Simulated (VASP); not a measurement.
Write the native input for VASP 6.6.1 that does the following.

| Quantity | Value |
| --- | --- |
| Task | single point |
| Functional | LDA |
| Potentials or basis | VASP PAW LDA potentials, release 64 (Ni, Ge_d) |
| Cutoff | 520 eV |
| k mesh | 12 × 12 × 12 |
| Occupations | gaussian, width 0.15 eV |
| Spin | collinear spin, ferromagnetic start |
| Starting moments | [0.75, 0.75, 0.75, 0.0] μB |
| Fixed moment | 2.25 μB |
| Dipole correction | no |
| Further INCAR settings | ALGO = Normal; EDIFF = 1e-06; NBANDS = 34 |

The structure of Ni3Ge lies in POSCAR:

```
Ni3Ge
1.0
    3.4886992114      0.0000000000      0.0000000000
    0.0000000000      3.4886992114      0.0000000000
    0.0000000000      0.0000000000      3.4886992114
Ni Ge
3 1
Direct
    0.5000000000      0.0000000000      0.5000000000
    0.0000000000      0.5000000000      0.5000000000
    0.5000000000      0.5000000000      0.0000000000
    0.0000000000      0.0000000000      0.0000000000
```

These files were run (other wordings do the same):

INCAR

```
PREC = Accurate
ENCUT = 520
EDIFF = 1E-6
ISMEAR = 0
SIGMA = 0.15
LREAL = F
LASPH = T
NELM = 150
ALGO = Normal
ISIF = 2
LWAVE = F
LCHARG = F
ISPIN = 2
MAGMOM = 0.75 0.75 0.75 0
LORBIT = 11
NUPDOWN = 2.25
LMAXMIX = 4
NBANDS = 34
```

KPOINTS

```
regular mesh
0
Gamma
  12 12 12
```

Potentials or basis: VASP PAW LDA potentials, release 64 (Ni, Ge_d).

Command:

```console
$ cat potpaw_LDA.64/Ni/POTCAR potpaw_LDA.64/Ge_d/POTCAR > POTCAR
$ mpirun -np 1 vasp_std > vasp.out
```

It gave:

* Pressure: 5.8 GPa
* Net moment: 2.25 μB per cell
* Site moments: Ni +0.70; Ge +0.09 μB
* Valence electrons inside the program's atomic spheres: Ni 9.51; Ge 12.58

Caveat: the cell stands under pressure; the total moment is fixed, so each spin has its own Fermi level and the state may be an excited one.

Run time: 5.5 min on 1 thread of Oxide Virtual Turin-like Processor, on a shared host, peak memory 0.24 GiB.
